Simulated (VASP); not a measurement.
A run of VASP 6.6.1:

The input POSCAR:

```
ZnSe
1.0
    0.0000000000      2.8704675400      2.8704675400
    2.8704675400      0.0000000000      2.8704675400
    2.8704675400      2.8704675400      0.0000000000
Zn Se
1 1
Direct
    0.0000000000      0.0000000000      0.0000000000
    0.2500000000      0.2500000000      0.2500000000
```

File INCAR.step1:

```
SYSTEM = ZnSe
ALGO = Normal
EDIFF = 1E-4
ENCUT = 520
GGA = PE
ISMEAR = -1
LASPH = .TRUE.
LCHARG = .FALSE.
LREAL = .FALSE.
LWAVE = .TRUE.
NBANDS = 16
NELM = 80
PREC = Accurate
SIGMA = 0.02
```

INCAR.step2

```
SYSTEM = ZnSe
ALGO = Normal
EDIFF = 1E-6
ENCUT = 520
ISIF = 2
ISMEAR = -1
ISTART = 1
LASPH = .TRUE.
LCHARG = .FALSE.
LMIXTAU = .TRUE.
LREAL = .FALSE.
LWAVE = .FALSE.
METAGGA = R2SCAN
NBANDS = 16
NELM = 80
PREC = Accurate
SIGMA = 0.02
```

File KPOINTS:

```
k-points
0
G
  8 8 8
  0 0 0
```

Potentials or basis: VASP PAW PBE potentials, release 64 (Zn, Se).

The run is started by

```bash
$ cat potpaw_PBE.64/Zn/POTCAR potpaw_PBE.64/Se/POTCAR > POTCAR
$ cp INCAR.step1 INCAR
$ mpirun -np 1 vasp_std > vasp.out
$ cp INCAR.step2 INCAR
$ mpirun -np 1 vasp_std > vasp.out
```

Hardware: 1 thread of Intel(R) Xeon(R) Platinum 8488C (Sapphire Rapids), with other jobs on the host.

Estimate the wall time of this run.

Wall time 2.6 min on 1 thread of Intel(R) Xeon(R) Platinum 8488C (Sapphire Rapids), with other jobs on the host, peak memory 0.18 GiB. Counts: k points 29.
